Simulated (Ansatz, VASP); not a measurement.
**One calculation of Zn7CuSe8, two programs**

```
Cu Zn Se
1.0
     0.00000    5.66760    5.66760
     5.66760    0.00000    5.66760
     5.66760    5.66760    0.00000
Cu Zn Se
1 7 8
Direct
  0.00000 0.00000 0.00000
  0.00268 0.00268 0.49732
  0.00268 0.49732 0.00268
  0.00268 0.49732 0.49732
  0.49732 0.00268 0.00268
  0.49732 0.00268 0.49732
  0.49732 0.49732 0.00268
  0.50000 0.50000 0.50000
  0.12306 0.12306 0.12306
  0.12306 0.12306 0.63081
  0.12306 0.63081 0.12306
  0.12439 0.62520 0.62520
  0.63081 0.12306 0.12306
  0.62520 0.12439 0.62520
  0.62520 0.62520 0.12439
  0.62520 0.62520 0.62520
```

Alike in both runs: task single point; functional PBEsol; k mesh 3 × 3 × 3; occupations gaussian, width 0.05 eV; collinear spin; Hubbard terms Cu d U = 5.0 eV.

|  | VASP | Ansatz |
| --- | --- | --- |
| version | VASP 6.6.1 | Ansatz 0.2.0 |
| potentials or method | VASP PAW PBE potentials, release 64 (Cu, Zn, Se), cutoff 520 eV | scalar-relativistic, plane waves, PAW |
| valence electrons in the cell | 143 | 231 |

|  | VASP | Ansatz | Ansatz less VASP |
| --- | --- | --- | --- |
| gap on the k mesh at the Fermi level (eV) | none | none | - |
| pressure (GPa) | -1.9 | -2.1 | -0.20 |
| rms of the force components (eV/Å) | 0.030 | 0.003 | -0.0273 |

VASP's potentials were made for PBE, not for PBEsol. The programs project onto different local orbitals, so the same U acts differently, and such runs can settle in different states. Atom by atom the forces differ by 0.030 eV/Å (rms over components). A gap of «none» marks a metal or a gap that the smearing closes. VASP's potentials hold 143 valence electrons a cell and Ansatz's 231, so a difference there can come from the potentials and not from the codes. Ansatz's warnings: filled band counts differ across k points, seeded moment not kept, specified occupation not kept, symmetry narrowed by occupation matrices.
